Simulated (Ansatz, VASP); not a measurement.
# Two plane-wave programs on Pt

File INCAR:

```
SYSTEM = Pt
PREC     = Accurate       ! precision mode
ENCUT    = 520            ! plane-wave cutoff, eV
EDIFF    = 1E-6           ! SCF threshold, eV
ISMEAR   = 0              ! smearing method
SIGMA    = 0.15           ! smearing width, eV
LREAL    = .FALSE.        ! projectors in reciprocal space
LASPH    = .TRUE.         ! aspherical terms in the spheres
NELM     = 80             ! most SCF steps
ALGO     = Fast           ! electronic algorithm
ISIF     = 2              ! what is computed and relaxed
LWAVE    = .FALSE.        ! write WAVECAR
LCHARG   = .FALSE.        ! write CHGCAR
GGA      = CA             ! functional
NBANDS   = 11             ! bands
```

Contents of KPOINTS:

```
Automatic mesh
0
G
  22 22 22
  0 0 0
```

POSCAR

```
Pt
1.0
    0.0000000000      2.2246340129      1.5356648591
    2.2246340129      0.0000000000      1.5356648591
    2.2246340129      2.2246340129      0.0000000000
Pt
1
Direct
    0.0000000000      0.0000000000      0.0000000000
```

Input for Ansatz:

```yaml
crystal:
  lattice:
    - [0.0, 2.2246340129, 1.5356648591]
    - [2.2246340129, 0.0, 1.5356648591]
    - [2.2246340129, 2.2246340129, 0.0]
  atoms:
    - { symbol: Pt, position: [0.0, 0.0, 0.0] }
basis:
  ecutwfc: 420
kpoints:
  mp_grid: { grid: [22, 22, 22] }
hamiltonian:
  xc: lda
scf:
  occupations: { method: gaussian, width: 0.15 }
output:
  forces: true
  stress: true
  eigenvalues: true
```

Alike in both runs: task single point; functional LDA; k mesh 22 × 22 × 22; occupations gaussian, width 0.15 eV; no spin polarisation.

|  | VASP | Ansatz |
| --- | --- | --- |
| version | VASP 6.6.1 | Ansatz 0.2.0 |
| potentials or method | VASP PAW LDA potentials, release 64 (Pt), cutoff 520 eV | scalar-relativistic, plane waves, PAW |
| valence electrons in the cell | 10 | 18 |

```tsv
	VASP	Ansatz	Ansatz less VASP
gap on the k mesh at the Fermi level (eV)	none	none	-
pressure (GPa)	-4.5	-5.2	-0.71
traceless stress, the component that is largest in VASP (GPa)	-1.88	-1.91	-0.025
```

LDA's correlation is that of Perdew and Zunger in VASP and of Perdew and Wang (1992) in Ansatz. A gap of «none» marks a metal or a gap that the smearing closes. VASP's potentials hold 10 valence electrons a cell and Ansatz's 18, so a difference there can come from the potentials and not from the codes.

Spin-orbit coupling is off throughout.
